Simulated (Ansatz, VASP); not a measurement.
Two plane-wave programs on PtSe2

```xyz
3
Lattice="3.9663 0.0000 0.0000 -1.9832 3.4350 0.0000 0.0000 0.0000 31.1216" Properties=species:S:1:pos:R:3 pbc="T T T"
Se    1.9832    1.1450   14.3752
Se    0.0000    2.2900   16.7464
Pt    0.0000    0.0000   15.5608
```

Change from the starting cell: biaxial strain +0.070, atoms relaxed.

Alike in both runs: functional PBE; dispersion D3(BJ); k mesh 12 × 12 × 1; occupations gaussian, width 0.02 eV; no spin polarisation.

Ansatz relaxed the structure, and its values are those at the end. VASP's run is a single point on that final structure, the one shown.

|  | VASP | Ansatz |
| --- | --- | --- |
| version | VASP 6.6.1 | Ansatz 0.2.0 |
| potentials or method | VASP PAW PBE potentials, release 64 (Se, Pt), cutoff 520 eV | scalar-relativistic, plane waves, PAW |
| valence electrons in the cell | 22 | 50 |

|  | VASP | Ansatz | Ansatz less VASP |
| --- | --- | --- | --- |
| gap on the k mesh at the Fermi level (eV) | 0.93 | 0.94 | +0.010 |
| least direct gap on the mesh (eV) | 0.96 | 0.97 | +0.011 |

VASP's potentials hold 22 valence electrons a cell and Ansatz's 50, so a difference there can come from the potentials and not from the codes. Ansatz's warnings: stress scf threshold loose, xc potential rough in thin density.

Spin-orbit coupling is off throughout.
